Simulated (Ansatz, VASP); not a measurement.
One calculation of Ru, two programs

```
Ru
1.0
     2.70580    0.00000    0.00000
    -1.35290    2.34329    0.00000
     0.00000    0.00000    4.28190
Ru
2
Direct
  0.33333 0.66667 0.25000
  0.66667 0.33333 0.75000
```

Alike in both runs: task relaxation of cell and atoms; functional PBEsol; k mesh 18 × 18 × 10; occupations gaussian, width 0.1 eV; no spin polarisation.

|  | VASP | Ansatz |
| --- | --- | --- |
| version | VASP 6.6.1 | Ansatz 0.2.0 |
| potentials or method | VASP PAW PBE potentials, release 64 (Ru_pv), cutoff 600 eV | scalar-relativistic, plane waves, PAW |
| valence electrons in the cell | 28 | 32 |

```csv
,VASP,Ansatz,Ansatz less VASP
"gap on the k mesh at the Fermi level, each at its own relaxed structure (eV)",none,none,-
relaxed volume (Å³/atom),13.31,13.32,+0.003
relaxed length of the cell vector where the two differ most in proportion (Å),2.689,2.690,+0.0003
```

VASP's potentials were made for PBE, not for PBEsol. A gap of «none» marks a metal or a gap that the smearing closes. VASP's potentials hold 28 valence electrons a cell and Ansatz's 32, so a difference there can come from the potentials and not from the codes.
